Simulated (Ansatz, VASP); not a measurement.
# One calculation of Al2Au, two programs

```xyz
3
Lattice="0.0000 3.0000 3.0000 3.0000 0.0000 3.0000 3.0000 3.0000 0.0000" Properties=species:S:1:pos:R:3 pbc="T T T"
Al    1.5000    1.5000    1.5000
Al    4.5000    4.5000    4.5000
Au    0.0000    0.0000    0.0000
```

Alike in both runs: task relaxation of cell and atoms; functional PBE; k mesh 9 × 9 × 9; occupations fermi-dirac, width 0.1 eV; no spin polarisation.

|  | VASP | Ansatz |
| --- | --- | --- |
| version | VASP 6.6.1 | Ansatz 0.2.0 |
| potentials or method | VASP PAW PBE potentials, release 64 (Al, Au), cutoff 600 eV | PAW plane waves |
| valence electrons in the cell | 17 | 25 |

Ansatz gave:

```
gap on the k mesh at the Fermi level, each at its own relaxed structure (eV) : none
relaxed volume (Å³/atom)                                                     : 18.55
relaxed cell length with the largest relative difference (Å)                 : 4.285
```

Task: Estimate VASP's values.

Result: gap on the k mesh at the Fermi level, each at its own relaxed structure (eV): none; relaxed volume (Å³/atom): 18.52; relaxed cell length with the largest relative difference (Å): 4.283.

A gap of «none» marks a metal or a gap that the smearing closes. VASP's potentials hold 17 valence electrons a cell and Ansatz's 25, so a difference there can come from the potentials and not from the codes.

Spin-orbit coupling is off throughout.
